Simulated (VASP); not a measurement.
# W (Im-3m) in VASP: a series of runs

The runs below take W through single point, relaxation of cell and atoms, with PBE.

Program: VASP 6.6.1. These are calculated values, not measurements. Logs are shortened: lines on timing, memory, paths and dates and some standing lists are left out, and cuts for length are marked.

## Step 1: The cell of the first run

Symmetry: Im-3m, No. 229, cubic system. The conventional cell has a = 3.150 Å, b = 3.150 Å, c = 3.150 Å, α = 90.00°, β = 90.00°, γ = 90.00°. W (site symmetry m-3m) has 14 W at 2.73 to 3.15 Å within 3.6 Å.

## Step 2: Single point, PBE

INCAR

```
ALGO = Normal
EDIFF = 1E-6
ENCUT = 500
GGA = PE
GGA_COMPAT = False
ISIF = 2
ISMEAR = 0
LASPH = True
LCHARG = False
LREAL = False
LWAVE = False
NBANDS = 13
NELM = 120
PREC = Accurate
SIGMA = 0.1
```

KPOINTS

```
k-points
0
Gamma
  8 8 8
```

POSCAR

```
W
1.0
   -1.5750000000      1.5750000000      1.5750000000
    1.5750000000     -1.5750000000      1.5750000000
    1.5750000000      1.5750000000     -1.5750000000
W
1
Direct
    0.0000000000      0.0000000000      0.0000000000
```

Potentials or basis: VASP PAW PBE potentials, release 64 (W_sv).

Run with:

```console
$ cat potpaw_PBE.64/W_sv/POTCAR > POTCAR
$ mpirun -np 1 vasp_std > vasp.out
```

OUTCAR:

```text
EDIFF = 1E-6
   ENCUT = 500
   GGA = PE
   ISIF = 2
   ISMEAR = 0
   LASPH = True
   LREAL = False
   NELM = 120
   PREC = Accurate

 ion  position               nearest neighbor table
   1  0.000  0.000  0.000-

  LATTYP: Found a body centered cubic cell.
 ALAT       =     3.1500000000

  Lattice vectors:

 A1 = (  -1.5750000000,   1.5750000000,   1.5750000000)
 A2 = (   1.5750000000,  -1.5750000000,   1.5750000000)
 A3 = (   1.5750000000,   1.5750000000,  -1.5750000000)

Analysis of symmetry for initial positions (statically):
=====================================================================
 Subroutine PRICEL returns:
 Original cell was already a primitive cell.

 Routine SETGRP: Setting up the symmetry group for a
 body centered cubic supercell.

 Subroutine GETGRP returns: Found 48 space group operations
 (whereof 48 operations were pure point group operations)
 out of a pool of 48 trial point group operations.

The static configuration has the point symmetry O_h .

Analysis of symmetry for dynamics (positions and initial velocities):
=====================================================================
 Subroutine PRICEL returns:
 Original cell was already a primitive cell.

 Routine SETGRP: Setting up the symmetry group for a
 body centered cubic supercell.

 Subroutine GETGRP returns: Found 48 space group operations
 (whereof 48 operations were pure point group operations)
 out of a pool of 48 trial point group operations.

The dynamic configuration has the point symmetry O_h .

 Subroutine INISYM returns: Found 48 space group operations
 (whereof 48 operations are pure point group operations),
 and found     1 'primitive' translations

----------------------------------------------------------------------------------------

                                     Primitive cell

  volume of cell :      15.6279

  direct lattice vectors                    reciprocal lattice vectors
    -1.575000000  1.575000000  1.575000000     0.000000000  0.317460317  0.317460317
     1.575000000 -1.575000000  1.575000000     0.317460317  0.000000000  0.317460317
     1.575000000  1.575000000 -1.575000000     0.317460317  0.317460317  0.000000000

  length of vectors
     2.727980022  2.727980022  2.727980022     0.448956686  0.448956686  0.448956686

  position of ions in fractional coordinates (direct lattice)
     0.000000000  0.000000000  0.000000000

  ion indices of the primitive-cell ions
   primitive index   ion index
                 1           1

----------------------------------------------------------------------------------------

 KPOINTS: k-points

Automatic generation of k-mesh.
 Grid dimensions read from file:
 generate k-points for:    8    8    8

 Generating k-lattice:

  Cartesian coordinates                     Fractional coordinates (reciprocal lattice)
     0.000000000  0.039682540  0.039682540     0.125000000  0.000000000  0.000000000
     0.039682540  0.000000000  0.039682540     0.000000000  0.125000000  0.000000000
     0.039682540  0.039682540  0.000000000     0.000000000  0.000000000  0.125000000

  Length of vectors
     0.056119586  0.056119586  0.056119586

  Shift w.r.t. Gamma in fractional coordinates (k-lattice)
     0.000000000  0.000000000  0.000000000

 Subroutine IBZKPT returns following result:
 ===========================================

 Found     29 irreducible k-points:

 Following reciprocal coordinates:
            Coordinates               Weight
  0.000000  0.000000  0.000000      1.000000
  0.125000  0.000000  0.000000     12.000000
  0.250000  0.000000  0.000000     12.000000
  0.375000  0.000000  0.000000     12.000000
  0.500000  0.000000  0.000000      6.000000
  0.125000  0.125000  0.000000     24.000000
[... 16 lines left out ...]
 -0.250000  0.250000  0.250000      6.000000
 -0.375000  0.375000  0.250000     24.000000
 [... further k-points ...]
   k-points           NKPTS =     29   k-points in BZ     NKDIM =     29   number of bands    NBANDS=     13
   number of dos      NEDOS =    301   number of ions     NIONS =      1
   total plane-waves  NPLWV =   8000
   dimension x,y,z NGX =    20 NGY =   20 NGZ =   20
   dimension x,y,z NGXF=    40 NGYF=   40 NGZF=   40
   ions per type =               1
   NGX,Y,Z   is equivalent  to a cutoff of  12.19, 12.19, 12.19 a.u.
   NGXF,Y,Z  is equivalent  to a cutoff of  24.38, 24.38, 24.38 a.u.
 SYSTEM =  unknown system
   PREC   = accura    normal or accurate (medium, high low for compatibility)
   ISTART =      0    job   : 0-new  1-cont  2-samecut
   ICHARG =      2    charge: 1-file 2-atom 10-const
   ISPIN  =      1    spin polarized calculation?
   LNONCOLLINEAR =      F non collinear calculations
   LSORBIT =      F    spin-orbit coupling
   LASPH  =      T    aspherical Exc in radial PAW
   ENCUT  =  500.0 eV  36.75 Ry    6.06 a.u.   4.97  4.97  4.97*2*pi/ulx,y,z
   NELM   =    120;   NELMIN=  2; NELMDL= -5     # of ELM steps
   EDIFF  = 0.1E-05   stopping-criterion for ELM
   LREAL  =      F    real-space projection
   EDIFFG = 0.1E-04   stopping-criterion for IOM
   NSW    =      0    number of steps for IOM
   IBRION =     -1    ionic relax: 0-MD 1-quasi-New 2-CG
   NFREE  =      0    steps in history (QN), initial steepest desc. (CG)
   ISIF   =      2    stress and relaxation
   ISYM   =      2    0-nonsym 1-usesym 2-fastsym
   POTIM  = 0.5000    time-step for ionic-motion
   TEBEG  =    0.0;   TEEND  =   0.0 temperature during run
   PSTRESS=    0.0 pullay stress
   NELECT =      14.0000    total number of electrons
   NUPDOWN=      -1.0000    fix difference up-down
   EMIN   =  10.00;   EMAX   =-10.00  energy-range for DOS
   EFERMI =   0.00;   METHOD = LEGACY
   ISMEAR =     0;   SIGMA  =   0.10  broadening in eV -4-tet -1-fermi 0-gaus
   EFERMI_NEDOS =   21; number of points for ismear=-14 and -15
   IALGO  =     38    algorithm
   IMIX   =      4    mixing-type and parameters
     AMIX     =   0.40;   BMIX     =  1.00
     AMIX_MAG =   1.60;   BMIX_MAG =  1.00
  volume/ion in A,a.u.               =      15.63       105.46
  Fermi-wavevector in a.u.,A,eV,Ry     =   1.578157  2.982285 33.886404  2.490580
  Thomas-Fermi vector in A             =   2.678731
   LORBIT       =      0    0 simple, 1 ext, 2 COOP (PROOUT), +10 PAW based schemes
   GGA     = PE    functional components
   LHFCALC =     F    Hartree Fock is set to
   AEXX    =    0.0000 exact exchange contribution
   IVDW    =     0    specifies the selected vdW correction
   LEPSILON=     F    determine dielectric tensor
   LRPA    =     F    only Hartree local field effects (RPA)
 non-spin polarized calculation
 Gauss-broadening in eV      SIGMA  =   0.10
  energy-cutoff  :      500.00
  volume of cell :       15.63
 maximum number of plane-waves:       420
   NGX =  9   NGY =  9   NGZ =  9

 number of electron      14.0000005 magnetization

 Free energy of the ion-electron system (eV)
  ---------------------------------------------------
  ext. energy  EPLUGINS =         0.00000000
  ---------------------------------------------------
  free energy    TOTEN  =       -12.93663667 eV

  energy without entropy =      -12.93663533  energy(sigma->0) =      -12.93663600

 E-fermi :  11.4222     XC(G=0): -13.7216

 val. band max:       11.1369346502   @ k =   0.1250   0.0000   0.0000
 cond. band min:      11.7102610291   @ k =  -0.2500   0.2500   0.1250
 fundamental gap:      0.5733263790
 Fermi energy:        11.4221592285

 k-point     1 :       0.0000    0.0000    0.0000
  band No.  band energies     occupation
      1     -62.5132      2.00000
      2     -26.0534      2.00000
      3     -26.0534      2.00000
      4     -26.0534      2.00000
      5       1.9352      2.00000
      6      10.4000      2.00000
      7      10.4000      2.00000
      8      10.4000      2.00000
      9      13.9468      0.00000
     10      13.9468      0.00000
     11      26.1994      0.00000
     12      26.1994      0.00000
     13      26.1994      0.00000

 k-point     2 :       0.1250    0.0000    0.0000
  band No.  band energies     occupation
      1     -62.4925      2.00000
      2     -26.2658      2.00000
      3     -26.1197      2.00000
      4     -26.0545      2.00000
      5       2.6777      2.00000
      6       9.9626      2.00000
      7      10.2483      2.00000
      8      11.1369      1.99995
      9      13.3910      0.00000
     10      13.9618      0.00000
     11      26.7595      0.00000
     12      27.4712      0.00000
     13      27.8475      0.00000

 k-point     3 :       0.2500    0.0000    0.0000
  band No.  band energies     occupation
      1     -62.4421      2.00000
      2     -26.7561      2.00000
      3     -26.2766      2.00000
      4     -26.0574      2.00000
      5       4.3794      2.00000
      6       9.0572      2.00000
      7       9.7663      2.00000
      8      13.2170      0.00000
      9      13.3113      0.00000
     10      14.1390      0.00000
     11      26.4887      0.00000
     12      28.3802      0.00000
     13      30.8308      0.00000
[... 305 lines left out ...]
 k-point    23 :      -0.2500    0.2500    0.2500
  band No.  band energies     occupation
      1     -62.3800      2.00000
      2     -26.7813      2.00000
      3     -26.5180      2.00000
      4     -26.5180      2.00000
      5       6.4085      2.00000
      6       8.7650      2.00000
      7      11.1099      1.99999
      8      11.1099      1.99999
      9      13.0341      0.00000
     10      15.2255      0.00000
     11      26.2725      0.00000
     12      31.4050      0.00000
     13      31.4050      0.00000

 k-point    24 :      -0.3750    0.3750    0.2500
  band No.  band energies     occupation
      1     -62.3358      2.00000
      2     -27.0617      2.00000
      3     -26.6826      2.00000
      4     -26.5578      2.00000
      5       7.0417      2.00000
      6       7.7562      2.00000
      7      11.1138      1.99999
      8      11.9256      0.00000
      9      15.4528      0.00000
     10      16.1417      0.00000
     11      25.5571      0.00000
     12      28.0910      0.00000
     13      29.1905      0.00000

 [... further k-points ...]

------------------------ aborting loop because EDIFF is reached ----------------------------------------

  FORCE on cell =-STRESS in cart. coord.  units (eV):
  Direction    XX          YY          ZZ          XY          YZ          ZX
  --------------------------------------------------------------------------------------
  -------------------------------------------------------------------------------------
  Total        1.1184800      1.1184800      1.1184800     -0.0000000     -0.0000000     -0.0000000
  in kB      114.6666513    114.6666513    114.6666513     -0.0000000     -0.0000000     -0.0000000
  external PRESSURE =     114.6666513 kB  Pullay stress =       0.0000000 kB

 VOLUME and BASIS-vectors are now :
 -----------------------------------------------------------------------------
  energy-cutoff  :      500.00
  volume of cell :       15.63
      direct lattice vectors                 reciprocal lattice vectors
    -1.575000000  1.575000000  1.575000000     0.000000000  0.317460317  0.317460317
     1.575000000 -1.575000000  1.575000000     0.317460317  0.000000000  0.317460317
     1.575000000  1.575000000 -1.575000000     0.317460317  0.317460317  0.000000000

 POSITION                                       TOTAL-FORCE (eV/Angst)
 -----------------------------------------------------------------------------------
      0.00000      0.00000      0.00000        -0.000000     -0.000000      0.000000
 -----------------------------------------------------------------------------------
    total drift:                                0.000000     -0.000000      0.000000

  FREE ENERGIE OF THE ION-ELECTRON SYSTEM (eV)
  ---------------------------------------------------
  free  energy   TOTEN  =       -12.9366366685 eV

  energy  without entropy=      -12.9366353283  energy(sigma->0) =      -12.93663600
```

Run time: 8.6 s. Hardware: 1 thread of Intel Xeon 8259CL, shared host; peak memory 0.13 GiB.

Results:

```yaml
Free_energy: -12.9366 eV
Pressure: 11.5 GPa
Band_gap_on_the_k_mesh: zero (band 7 reaches 16.92 eV, above the bottom of band 8 at 10.40 eV)
```

Levels at points of the mesh, in eV from the Fermi level:
```csv
k point,band 3,band 4,band 5,band 6,band 7,band 8,band 9,band 10,band 11,band 12
"(0.00, 0.00, 0.00)",-37.48,-37.48,-9.49,-1.02,-1.02,-1.02,2.52,2.52,14.78,14.78
"(0.50, 0.00, 0.00)",-37.91,-37.48,-6.14,-3.41,0.96,2.43,3.42,6.51,11.55,11.75
"(0.50, 0.50, 0.50)",-38.42,-38.42,-5.72,-5.72,5.50,5.50,5.50,8.59,8.59,8.59
```

Caveat: spin-orbit coupling is left out, which moves the levels of the heavy elements.

[end of part 1 of 2]
